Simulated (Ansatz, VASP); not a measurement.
**Two plane-wave programs on Ag**

INCAR

```
SYSTEM = Ag
ALGO = Normal
EDIFF = 1E-6
ENCUT = 520
GGA = RE
ISIF = 2
ISMEAR = -1
LASPH = .TRUE.
LCHARG = .FALSE.
LREAL = .FALSE.
LWAVE = .FALSE.
NBANDS = 12
NELM = 80
PREC = Accurate
SIGMA = 0.1
```

KPOINTS

```
k-points
0
G
  18 18 18
  0 0 0
```

POSCAR

```
Ag
1.0
    2.8583561914      0.0000000000      0.0000000000
    0.0000000000      2.8583561914      0.0000000000
    0.0000000000      0.0000000000      2.8583561914
Ag
1
Direct
    0.0000000000      0.0000000000      0.0000000000
```

Input for Ansatz:

```yaml
crystal:
  lattice:
    - [2.8583561914, 0.0, 0.0]
    - [0.0, 2.8583561914, 0.0]
    - [0.0, 0.0, 2.8583561914]
  atoms:
    - { symbol: Ag, position: [0.0, 0.0, 0.0] }
hamiltonian:
  xc: revpbe
  pseudopotentials:
    kind: paw
    azcp:
      Ag: "pseudopotentials/Ag.paw.azcp"
basis:
  ecutwfc: 420
  fft_grid_basis: typed
kpoints:
  mp_grid: { grid: [18, 18, 18], shift: [0, 0, 0] }
magnetization:
  spin_polarized: false
scf:
  occupations: { method: fermi_dirac, width: 0.1 }
output:
  stress: true
  write_density: true
  write_potential: true
  elf: true
  volumetric_format: npy
```

Alike in both runs: task single point; functional revPBE; k mesh 18 × 18 × 18; occupations fermi-dirac, width 0.1 eV; no spin polarisation.

|  | VASP | Ansatz |
| --- | --- | --- |
| version | VASP 6.6.1 | Ansatz 0.2.0 |
| potentials or method | VASP PAW PBE potentials, release 64 (Ag), cutoff 520 eV | plane waves (420 eV) with PAW, scalar-relativistic |
| valence electrons in the cell | 11 | 19 |

|  | VASP | Ansatz | Ansatz less VASP |
| --- | --- | --- | --- |
| pressure (GPa) | -3.5 | -3.5 | +0.03 |

VASP's potentials were made for PBE, not for revPBE. With one functional, cell and mesh, what is left measures potentials, basis and numerics. VASP's potentials hold 11 valence electrons a cell and Ansatz's 19, so a difference there can come from the potentials and not from the codes.
